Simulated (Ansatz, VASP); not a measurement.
**InSe: VASP beside Ansatz**

```
In Se
1.0
     2.00000    1.15470    8.44000
    -2.00000    1.15470    8.44000
     0.00000   -2.30940    8.44000
In Se
2 2
Direct
  0.00000 0.00000 0.00000
  0.11140 0.11140 0.11140
  0.61650 0.61650 0.61650
  0.82810 0.82810 0.82810
```

Alike in both runs: task single point; functional r2SCAN; k mesh 4 × 4 × 4; no spin polarisation.

|  | VASP | Ansatz |
| --- | --- | --- |
| version | VASP 6.6.1 | Ansatz 0.2.0 |
| potentials or method | VASP PAW PBE potentials, release 64 (In_d, Se) | plane waves, PAW |
| plane-wave cutoff (eV) | 550 | 500 |
| occupations | gaussian, width 0.01 eV | fixed |
| valence electrons in the cell | 38 | 58 |

```tsv
	VASP	Ansatz	Ansatz less VASP
gap on the k mesh at the Fermi level (eV)	0.86	0.86	+0.009
```

VASP's potentials were made for PBE, not for r2SCAN. VASP's potentials hold 38 valence electrons a cell and Ansatz's 58, so a difference there can come from the potentials and not from the codes.

The k mesh is coarse, so the values compare programs but aren't converged.
